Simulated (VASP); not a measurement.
NaLaMnMoO6, 10 atoms in the cell. Symmetry: I-4, No. 82, tetragonal system. The conventional cell has a = 5.446 Å, b = 5.446 Å, c = 7.798 Å, α = 90.00°, β = 90.00°, γ = 90.00°. Within 3.4 Å of Na (site symmetry -4) lie 12 O at 2.51 to 2.99 Å and 4 Mn at 3.35 Å and 4 Mo at 3.35 Å. Within 3.4 Å of La (site symmetry -4) lie 12 O at 2.51 to 2.99 Å and 4 Mn at 3.35 Å and 4 Mo at 3.35 Å. Mn (site symmetry -4) has 6 O at 1.93 to 1.94 Å within 2.6 Å. Mo (site symmetry -4) has 6 O at 1.96 to 1.97 Å within 2.6 Å. O (site symmetry 1) has 1 Mn at 1.94 Å and 1 Mo at 1.97 Å and 1 Na at 2.51 Å and 1 La at 2.51 Å within 2.6 Å. Within 2.6 Å of O (site symmetry 2) lie 1 Mn at 1.93 Å and 1 Mo at 1.96 Å. 

| Quantity | Value |
| --- | --- |
| Program | VASP 6.6.1 |
| Task | single point |
| Functional | LDA |
| Potentials or basis | VASP PAW LDA potentials, release 64 (Na_pv, La, Mn_pv, Mo_sv, O) |
| Cutoff | 600 eV |
| k mesh | 5 × 5 × 5 |
| Occupations | fermi-dirac, width 0.05 eV |
| Spin | collinear spin, ferromagnetic start |
| Starting moments | [0.0, 0.0, 4.0, 1.0, 0.0, 0.0, 0.0, 0.0, 0.0, 0.0] μB |
| Dipole correction | no |
| Further INCAR settings | ALGO = Normal; EDIFF = 1e-06; NBANDS = 56 |

Potentials or basis: VASP PAW LDA potentials, release 64 (Na_pv, La, Mn_pv, Mo_sv, O).

Launch:

```bash
$ cat potpaw_LDA.64/Na_pv/POTCAR potpaw_LDA.64/La/POTCAR potpaw_LDA.64/Mn_pv/POTCAR potpaw_LDA.64/Mo_sv/POTCAR potpaw_LDA.64/O/POTCAR > POTCAR
$ mpirun -np 1 vasp_std > vasp.out
```

Hardware: 1 thread of Intel(R) Xeon(R) Platinum 8259CL CPU @ 2.50GHz (Skylake/Cascade Lake), on a shared host.

Question: How long does it take, and how much memory?

Answer: Wall time 9.6 min on 1 thread of Intel(R) Xeon(R) Platinum 8259CL CPU @ 2.50GHz (Skylake/Cascade Lake), with other jobs on the host, peak memory 0.48 GiB. Counts: scf iterations 21, k points 21.
